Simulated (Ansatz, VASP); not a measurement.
## Two plane-wave programs on MgTe5

```xyz
6
Lattice="0.0000 4.5971 4.5971 4.5971 0.0000 4.5971 4.5971 4.5971 0.0000" Properties=species:S:1:pos:R:3 pbc="T T T"
Mg    4.5971    4.5971    4.5971
Te    8.0352    8.0352    8.0352
Te    5.7559    5.7559    8.0352
Te    5.7559    8.0352    5.7559
Te    8.0352    5.7559    5.7559
Te    2.2985    2.2985    2.2985
```

Alike in both runs: task relaxation of cell and atoms; functional PBE; k mesh 4 × 4 × 4; occupations gaussian, width 0.1 eV; no spin polarisation.

|  | VASP | Ansatz |
| --- | --- | --- |
| version | VASP 6.6.1 | Ansatz 0.2.0 |
| potentials or method | VASP PAW PBE potentials, release 64 (Mg, Te), cutoff 600 eV | scalar-relativistic, plane waves, PAW |
| valence electrons in the cell | 32 | 90 |

```tsv
	VASP	Ansatz	Ansatz less VASP
gap on the k mesh at the Fermi level, each at its own relaxed structure (eV)	none	none	-
relaxed volume (Å³/atom)	30.85	30.96	+0.106
relaxed cell length with the largest relative difference (Å)	6.397	6.404	+0.0073
```

A gap of «none» marks a metal or a gap that the smearing closes. VASP's potentials hold 32 valence electrons a cell and Ansatz's 90, so a difference there can come from the potentials and not from the codes.

Neither program's run includes spin-orbit coupling.
